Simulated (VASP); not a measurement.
A run of VASP 6.6.1 is set up as follows.

File INCAR:

```
SYSTEM = Si
PREC = Accurate ; ENCUT = 520
EDIFF = 1E-6 ; ISMEAR = 0
SIGMA = 0.03 ; LREAL = .FALSE.
LASPH = .TRUE. ; NELM = 80
ALGO = Normal ; ISIF = 2
LWAVE = .FALSE. ; LCHARG = .FALSE.
NBANDS = 16
```

Contents of KPOINTS:

```
Automatic mesh
0
G
  10 10 10
  0 0 0
```

The input POSCAR:

```
Si
1.0
   -3.2755626256      3.2755626256      1.9223856600
    3.2755626256     -3.2755626256      1.9223856600
    3.2755626256      3.2755626256     -1.9223856600
Si
4
Direct
    0.1788010600      0.1788010600      0.3576021200
    0.8211989400      0.8211989400      0.6423978800
    0.1788010600      0.8211989400      0.0000000000
    0.8211989400      0.1788010600      0.0000000000
```

Potentials or basis: VASP PAW LDA potentials, release 64 (Si).

Command:

```bash
$ cat potpaw_LDA.64/Si/POTCAR > POTCAR
$ mpirun -np 1 vasp_std > vasp.out
```

Predict the pressure.

0.8 GPa.

Predict the band gap on the k mesh.

0.07 eV.

What does it give for the largest force?

0.204 eV/Å.

Forces on the atoms (eV/Å):
```
Si   0.144  0.144  0.000
Si  -0.144 -0.144  0.000
Si  -0.144  0.144  0.000
Si   0.144 -0.144  0.000
```

Caveat: the cell differs from its parent crystal (strain -0.015 along x and y, +0.000 along z). A k mesh can miss the band edges.
